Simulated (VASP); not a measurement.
Wanted: the native input for a VASP 6.6.1 run.

- Task: single point
- Functional: LDA
- Potentials or basis: VASP PAW LDA potentials, release 64 (V_sv)
- Cutoff: 520 eV
- k mesh: 17 × 17 × 17
- Occupations: fermi-dirac, width 0.1 eV
- Spin: no spin polarisation
- Dipole correction: no
- Further INCAR settings: ALGO = Normal; EDIFF = 1e-06; NBANDS = 20

The structure of V lies in POSCAR:

```
V
1.0
    0.0000000000      2.5844655569      2.5844655569
    2.5844655569      0.0000000000      2.5844655569
    2.5844655569      2.5844655569      0.0000000000
V
2
Direct
    0.1250000000      0.1250000000      0.1250000000
    0.8750000000      0.8750000000      0.8750000000
```

This isn't the form of V at room conditions, which is bcc.

One way to write it, as run:

INCAR

```
SYSTEM = V
PREC     = Accurate       ! precision mode
ENCUT    = 520            ! plane-wave cutoff, eV
EDIFF    = 1E-6           ! SCF threshold, eV
ISMEAR   = -1             ! smearing method
SIGMA    = 0.1            ! smearing width, eV
LREAL    = .FALSE.        ! projectors in reciprocal space
LASPH    = .TRUE.         ! aspherical terms in the spheres
NELM     = 60             ! most SCF steps
ALGO     = Normal         ! electronic algorithm
ISIF     = 2              ! what is computed and relaxed
LWAVE    = .FALSE.        ! write WAVECAR
LCHARG   = .TRUE.         ! write CHGCAR
GGA      = CA             ! functional
LELF     = .TRUE.         ! ELF
LVHAR    = .TRUE.       
NBANDS   = 20             ! bands
```

KPOINTS

```
Automatic mesh
0
G
  17 17 17
  0 0 0
```

Potentials or basis: VASP PAW LDA potentials, release 64 (V_sv).

The run is started by

```console
$ cat potpaw_LDA.64/V_sv/POTCAR > POTCAR
$ mpirun -np 1 vasp_std > vasp.out
```

Results of the run:

```yaml
Pressure: -2.2 GPa
Band_gap_on_the_k_mesh: zero (bands 13 and 14 overlap by 1.05 eV)
```

Wall time 2 min on 1 thread of Intel Xeon 8259CL, with other jobs on the host, peak memory 0.21 GiB.
